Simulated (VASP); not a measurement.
# BaTiO3 (P4mm) in VASP: a series of runs, part 2 of 2

VASP 6.6.1. The steps go on from the part before.

### 4 Single point, PBE (biaxial strain in the a-b plane: +3.0 %)

INCAR

```
ALGO = Normal
EDIFF = 1E-7
ENCUT = 520
GGA = PE
ISIF = 2
ISMEAR = 0
LASPH = T
LCHARG = T
LELF = T
LREAL = F
LVHAR = T
LWAVE = F
NBANDS = 28
NELM = 100
PREC = Accurate
SIGMA = 0.02
```

KPOINTS

```
k-points
0
Gamma
  8 8 6
```

POSCAR

```
BaTiO3
1.0
    4.1050132879      0.0000000000      0.0000000000
    0.0000000000      4.1050132879      0.0000000000
    0.0000000000      0.0000000000      4.1248739644
Ba Ti O
1 1 3
Direct
    0.5000000000      0.5000000000      0.5861789671
    0.0000000000      0.0000000000      0.1027879874
    0.0000000000      0.5000000000      0.0625003252
    0.5000000000      0.0000000000      0.0625003252
    0.0000000000      0.0000000000      0.5460293850
```

Launch:

```sh
> cat potpaw_PBE.64/Ba_sv/POTCAR potpaw_PBE.64/Ti_sv/POTCAR potpaw_PBE.64/O/POTCAR > POTCAR
> mpirun -np 1 vasp_std > vasp.out
```

Run time: 4.1 min. Hardware: 1 thread of AMD EPYC, shared host; peak memory 0.22 GiB.

Results (log left out):

```yaml
Free_energy: -39.9712 eV
Pressure: -5.5 GPa
Largest_force: 0.160 eV/Å
Band_gap_on_the_k_mesh: 1.68 eV, indirect (least direct gap 2.13 eV)
```

Forces on the atoms (eV/Å):
```
Ba   0.000  0.000 -0.010
Ti   0.000  0.000  0.098
O    0.000  0.000  0.036
O    0.000  0.000  0.036
O    0.000  0.000 -0.160
```

Stress tensor (GPa, compression positive):
```
-7.08  0.00  0.00
 0.00 -7.08  0.00
 0.00  0.00 -2.34
```

Levels at points of the mesh, in eV from the valence-band top:
```
           k point  band 18  band 19  band 20  band 21  band 22  band 23
(0.00, 0.00, 0.00)    -0.65    -0.45    -0.45     1.68     2.19     2.19
(0.50, 0.00, 0.00)    -1.52    -1.28    -1.10     2.27     3.15     3.26
(0.50, 0.50, 0.00)    -1.21    -1.21    -0.08     3.28     3.28     3.56
(0.00, 0.00, 0.50)    -1.78    -0.70    -0.70     1.81     3.38     3.38
(0.50, 0.00, 0.50)    -0.96    -0.92    -0.31     3.18     3.38     3.60
(0.50, 0.50, 0.50)    -0.23    -0.23     0.00     3.74     3.80     3.80
```

Caveat: the cell differs from its parent crystal (biaxial strain in the a-b plane: +3.0 %); spin-orbit coupling is left out, which moves the levels of the heavy elements.

### 5 Single point, PBE (biaxial strain in the a-b plane: -4.5 %, then relaxed in part)

INCAR

```
SYSTEM = BaTiO3
ALGO     = Normal         ! electronic algorithm
EDIFF    = 1E-7           ! SCF threshold, eV
ENCUT    = 520            ! plane-wave cutoff, eV
GGA      = PE             ! functional
ISIF     = 2              ! what is computed and relaxed
ISMEAR   = 0              ! smearing method
LASPH    = .True.         ! aspherical terms in the spheres
LCHARG   = .False.        ! write CHGCAR
LREAL    = .False.        ! projectors in reciprocal space
LWAVE    = .False.        ! write WAVECAR
NBANDS   = 28             ! bands
NELM     = 60             ! most SCF steps
PREC     = Accurate       ! precision mode
SIGMA    = 0.02           ! smearing width, eV
```

KPOINTS

```
k-points
0
Gamma
  8 8 6
  0 0 0
```

POSCAR

```
BaTiO3
1.0
    3.8061045534      0.0000000000      0.0000000000
    0.0000000000      3.8061045534      0.0000000000
    0.0000000000      0.0000000000      4.8708145618
Ba Ti O
1 1 3
Direct
    0.5000000000      0.5000000000      0.6448347112
    0.0000000000      0.0000000000      0.1331971228
    0.0000000000      0.5000000000      0.0411063091
    0.5000000000      0.0000000000      0.0411063091
    0.0000000000      0.0000000000      0.4997525376
```

Launch:

```sh
> cat potpaw_PBE.64/Ba_sv/POTCAR potpaw_PBE.64/Ti_sv/POTCAR potpaw_PBE.64/O/POTCAR > POTCAR
> mpirun -np 1 vasp_std > vasp.out
```

Run time: 3.6 min. Hardware: 1 thread of AMD EPYC, shared host; peak memory 0.22 GiB.

The run converged. Its results:

| Item | Value |
| --- | --- |
| Free energy | -39.8847 eV |
| Pressure | 5.0 GPa |
| Largest force | 0.152 eV/Å |
| Band gap on the k mesh | 1.90 eV, indirect (least direct gap 2.66 eV) |

Forces on the atoms (eV/Å):
```
Ba   0.000  0.000 -0.152
Ti   0.000  0.000 -0.061
O    0.000  0.000  0.076
O    0.000  0.000  0.076
O    0.000  0.000  0.060
```

Stress tensor (GPa, compression positive):
```
6.77 0.00 0.00
0.00 6.77 0.00
0.00 0.00 1.57
```

Levels at points of the mesh, in eV from the valence-band top:
```csv
k point,band 18,band 19,band 20,band 21,band 22,band 23
"(0.00, 0.00, 0.00)",-2.21,-0.90,-0.90,1.90,3.51,3.55
"(0.50, 0.00, 0.00)",-2.45,-2.38,-1.90,3.32,3.33,3.47
"(0.50, 0.50, 0.00)",-1.22,-1.22,-0.01,2.65,3.41,3.41
"(0.00, 0.00, 0.50)",-2.47,-0.79,-0.79,1.94,3.70,3.70
"(0.50, 0.00, 0.50)",-2.14,-1.72,-1.29,3.07,3.49,3.67
"(0.50, 0.50, 0.50)",-1.65,-1.65,0.00,3.48,3.48,3.82
```

Caveat: the cell differs from its parent crystal (biaxial strain in the a-b plane: -4.5 %, then relaxed in part); spin-orbit coupling is left out, which moves the levels of the heavy elements. A k mesh can miss the band edges.

### 6 Single point, PBE

This run uses another cell than the first one, of 14.11 Å³/atom, 1.033 times its volume.

INCAR

```
ALGO = Normal
EDIFF = 1E-7
ENCUT = 520
GGA = PE
ISIF = 2
ISMEAR = 0
LASPH = T
LCHARG = T
LELF = T
LREAL = F
LVHAR = T
LWAVE = F
NBANDS = 28
NELM = 100
PREC = Accurate
SIGMA = 0.02
```

KPOINTS

```
k-points
0
Gamma
  8 8 6
```

POSCAR is that of step 5.

Potentials or basis: VASP PAW PBE potentials, release 64 (Ba_sv, Ti_sv, O).

Launch:

```sh
> cat potpaw_PBE.64/Ba_sv/POTCAR potpaw_PBE.64/Ti_sv/POTCAR potpaw_PBE.64/O/POTCAR > POTCAR
> mpirun -np 1 vasp_std > vasp.out
```

It took 3.8 min on 1 thread of AMD EPYC, shared host; peak memory 0.22 GiB.

Results (log left out):

| Item | Value |
| --- | --- |
| Free energy | -39.8847 eV |
| Pressure | 5.0 GPa |
| Largest force | 0.152 eV/Å |
| Band gap on the k mesh | 1.90 eV, indirect (least direct gap 2.66 eV) |

Forces on the atoms (eV/Å):
```
Ba   0.000  0.000 -0.152
Ti   0.000  0.000 -0.061
O    0.000  0.000  0.076
O    0.000  0.000  0.076
O    0.000  0.000  0.060
```

Stress tensor (GPa, compression positive):
```
6.77 0.00 0.00
0.00 6.77 0.00
0.00 0.00 1.57
```

Levels at points of the mesh, in eV from the valence-band top:
| k point | band 18 | band 19 | band 20 | band 21 | band 22 | band 23 |
| --- | --- | --- | --- | --- | --- | --- |
| (0.00, 0.00, 0.00) | -2.21 | -0.90 | -0.90 | 1.90 | 3.51 | 3.55 |
| (0.50, 0.00, 0.00) | -2.45 | -2.38 | -1.90 | 3.32 | 3.33 | 3.47 |
| (0.50, 0.50, 0.00) | -1.22 | -1.22 | -0.01 | 2.65 | 3.41 | 3.41 |
| (0.00, 0.00, 0.50) | -2.47 | -0.79 | -0.79 | 1.94 | 3.70 | 3.70 |
| (0.50, 0.00, 0.50) | -2.14 | -1.72 | -1.29 | 3.07 | 3.49 | 3.67 |
| (0.50, 0.50, 0.50) | -1.65 | -1.65 | 0.00 | 3.48 | 3.48 | 3.82 |

Caveat: spin-orbit coupling is left out, which moves the levels of the heavy elements.

### 7 Summary

```tsv
cell	gap on the mesh (eV)	pressure (GPa)	largest force (eV/Å)
a = 3.866, b = 3.866, c = 4.569 Å, 5 atoms	1.87	4.8	0.10
a = 4.105, b = 4.105, c = 4.125 Å, 5 atoms	1.68	-5.5	0.16
a = 3.806, b = 3.806, c = 4.871 Å, 5 atoms	1.90	5.0	0.15
```

Alike in all rows: task single point; level PBE; potentials or basis VASP PAW PBE potentials, release 64 (Ba_sv, Ti_sv, O); no spin polarisation; k mesh 8 × 8 × 6; cutoff (eV) 520; smearing gaussian 0.02 eV.

Caveats: spin-orbit coupling is left out, which moves the levels of the heavy elements.

Absolute energies hang on the potentials; compare differences alone.
